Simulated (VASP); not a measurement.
Ge:

```
Ge
1.0
     0.00000    2.82877    2.82877
     2.82877    0.00000    2.82877
     2.82877    2.82877    0.00000
Ge
2
Direct
  0.50000 0.50000 0.50000
  0.75000 0.75000 0.75000
```

```yaml
Program: VASP 6.6.1
Task: relaxation of cell and atoms
Functional: PBE
Potentials_or_basis: VASP PAW PBE potentials, release 64 (Ge_d)
Cutoff: 600 eV
k_mesh: 14 × 14 × 14
Occupations: gaussian, width 0.1 eV
Spin: no spin polarisation
```

At the start: pressure 3.6 GPa; volume 22.64 Å³/atom.

Task: How do energy, volume and symmetry change on relaxing?

Result: Over 3 steps the energy falls by 13.6 meV/atom and the volume is 23.90 Å³/atom (+5.6 %); space group Fd-3m (No. 227, to 0.1 Å) before and after.

The path:
| step | energy change (eV) | largest force (eV/Å) | pressure (GPa) | volume (Å³) |
| --- | --- | --- | --- | --- |
| 1 | 0.0000 | 0.0000 | 3.59 | 45.27 |
| 2 | -0.0243 | 0.0000 | -1.03 | 48.68 |
| 3 | -0.0272 | 0.0000 | -0.02 | 47.80 |

Final structure:
```xyz
2
Lattice="0.0000 2.8805 2.8805 2.8805 0.0000 2.8805 2.8805 2.8805 0.0000" Properties=species:S:1:pos:R:3 pbc="T T T"
Ge    2.8805    2.8805    2.8805
Ge    4.3208    4.3208    4.3208
```
